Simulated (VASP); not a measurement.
# C: single point with PBEsol

Crystal: C.

```
C
1.0
     0.00000    1.83077    1.72376
     1.72376    0.00000    1.72376
     1.72376    1.83077    0.00000
C
2
Cartesian
  1.7238 1.8308 1.7238
  2.5856 2.7462 2.5856
```

This cell differs from its parent crystal: strained.

```yaml
Program: VASP 6.6.1
Task: single point
Functional: PBEsol
Potentials_or_basis: VASP PAW PBE potentials, release 64 (C)
Cutoff: 520 eV
k_mesh: 12 × 12 × 12
Occupations: gaussian, width 0.02 eV
Spin: no spin polarisation
```

```json
{
  "Pressure": "16.0 GPa",
  "Band gap on the k mesh": "3.36 eV, indirect (least direct gap 5.11 eV)"
}
```

Stress tensor (GPa, compression positive):
```
 36.48   0.00   0.00
  0.00 -24.95   0.00
  0.00   0.00  36.48
```

Levels at points of the mesh, in eV from the valence-band top:
```
           k point  band 1  band 2  band 3  band 4  band 5  band 6  band 7  band 8
(0.00, 0.00, 0.00)  -22.43   -1.00    0.00    0.00    5.11    5.11    5.86   13.93
(0.50, 0.00, 0.00)  -16.33  -14.26   -3.84   -2.66    7.20    8.50    9.81   15.57
(0.50, 0.50, 0.00)  -13.07  -13.07   -7.21   -7.21    3.90    3.90   16.99   16.99
(0.50, 0.00, 0.50)  -14.05  -14.05   -6.29   -6.29    5.34    5.34   16.85   16.85
```

Wall time 29 s on 1 thread of Intel Xeon 8259CL, on a shared host, peak memory 0.13 GiB.

Caveat: the cell differs from its parent crystal (strained); the PAW data sets were made with another functional, which shifts forces and pressure a little. A k mesh can miss the band edges.
